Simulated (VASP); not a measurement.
Crystal: W.

```xyz
2
Lattice="-2.4726 2.4726 1.3600 2.4726 -2.4726 1.3600 2.4726 2.4726 -1.3600" Properties=species:S:1:pos:R:3 pbc="T T T"
W     0.0000   -1.2363   -0.3400
W     0.0000    1.2363    0.3400
```

| Property | Result |
| --- | --- |
| Program | VASP 6.6.1 |
| Task | relaxation of cell and atoms |
| Functional | PBE |
| Potentials or basis | VASP PAW PBE potentials, release 64 (W_sv) |
| Cutoff | 600 eV |
| k mesh | 16 × 16 × 16 |
| Occupations | fermi-dirac, width 0.05 eV |
| Spin | no spin polarisation |

At the start: pressure 16.1 GPa; volume 16.63 Å³/atom.

Task: Where does the relaxation end?

Result: Over 14 steps the energy falls by 67.8 meV/atom and the volume is 17.67 Å³/atom (+6.3 %); space group I4_1/amd (No. 141, to 0.1 Å) before and after.

Step by step:
```
step  energy change (eV)  largest force (eV/Å)  pressure (GPa)  volume (Å³)
   1              0.0000                0.0000           16.07        33.26
   2              0.5269                0.0000          -27.71        41.90
   3             -0.1199                0.0000           -2.23        35.66
   4             -0.1205                0.0000           -1.29        35.51
   5             -0.1349                0.0000            0.58        35.25
   6             -0.1355                0.0000            0.19        35.29
   7             -0.1355                0.0000            0.21        35.29
   8             -0.1354                0.0000           -0.37        35.38
   9             -0.1355                0.0000            0.02        35.32
  10             -0.1355                0.0000            0.00        35.32
  11             -0.1355                0.0000            0.13        35.30
  12             -0.1355                0.0000            0.11        35.32
  13             -0.1355                0.0000            0.10        35.32
  14             -0.1355                0.0000           -0.01        35.34
```

Final structure:
```
W
1.0
    -2.56177    2.56177    1.34636
     2.56177   -2.56177    1.34636
     2.56177    2.56177   -1.34636
W
2
Direct
  0.62500 0.87500 0.75000
  0.37500 0.12500 0.25000
```
